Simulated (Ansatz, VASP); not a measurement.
**CaF2: VASP beside Ansatz**

Contents of INCAR:

```
SYSTEM = CaF2
PREC = Accurate
ENCUT = 520
EDIFF = 1E-8
ISMEAR = -1
SIGMA = 0.03
LREAL = .False.
LASPH = .True.
NELM = 120
ALGO = Normal
ISIF = 2
LWAVE = .False.
LCHARG = .False.
GGA = CA
LEFG = .True.
NBANDS = 19
GGA_COMPAT = .False.
```

File KPOINTS:

```
regular mesh
0
Gamma
  10 10 10
  0 0 0
```

The input POSCAR:

```
CaF2
1.0
    0.0000000000      2.7848175212      2.7848175212
    2.7848175212      0.0000000000      2.7848175212
    2.7848175212      2.7848175212      0.0000000000
Ca F
1 2
Direct
    0.0000000000      0.0000000000      0.0000000000
    0.2500000000      0.2500000000      0.2500000000
    0.7500000000      0.7500000000      0.7500000000
```

Input for Ansatz:

```yaml
crystal:
  lattice:
    - [0.0, 2.7848175212, 2.7848175212]
    - [2.7848175212, 0.0, 2.7848175212]
    - [2.7848175212, 2.7848175212, 0.0]
  atoms:
    - { symbol: Ca, position: [0.0, 0.0, 0.0] }
    - { symbol: F, position: [0.25, 0.25, 0.25] }
    - { symbol: F, position: [0.75, 0.75, 0.75] }
kpoints:
  mp_grid: { grid: [10, 10, 10] }
scf:
  occupations: { method: fermi_dirac, width: 0.03 }
hamiltonian:
  xc: lda
  pseudopotentials: { kind: all_electron, datasets: crystal }
output:
  forces: true
  stress: true
  eigenvalues: true
  efg: { contact_densities: true }
```

Change from the starting cell: volume scaled by 1.06, crystal datasets.

Alike in both runs: task electric field gradients; functional LDA; k mesh 10 × 10 × 10; occupations fermi-dirac, width 0.03 eV; no spin polarisation.

```csv
,VASP,Ansatz
version,VASP 6.6.1,Ansatz 0.2.0
potentials or method,"VASP PAW LDA potentials, release 64 (Ca_sv, F), cutoff 520 eV","all-electron PAW with datasets made for the crystal, scalar-relativistic"
```

Ansatz gave:

* gap on the k mesh at the Fermi level (eV): 6.58
* pressure (GPa): -10.0

Problem. Estimate VASP's values.

Solution. gap on the k mesh at the Fermi level (eV): 6.57; pressure (GPa): -9.8.

LDA's correlation is that of Perdew and Zunger in VASP and of Perdew and Wang (1992) in Ansatz. Ansatz ran all-electron here, and VASP with PAW potentials.
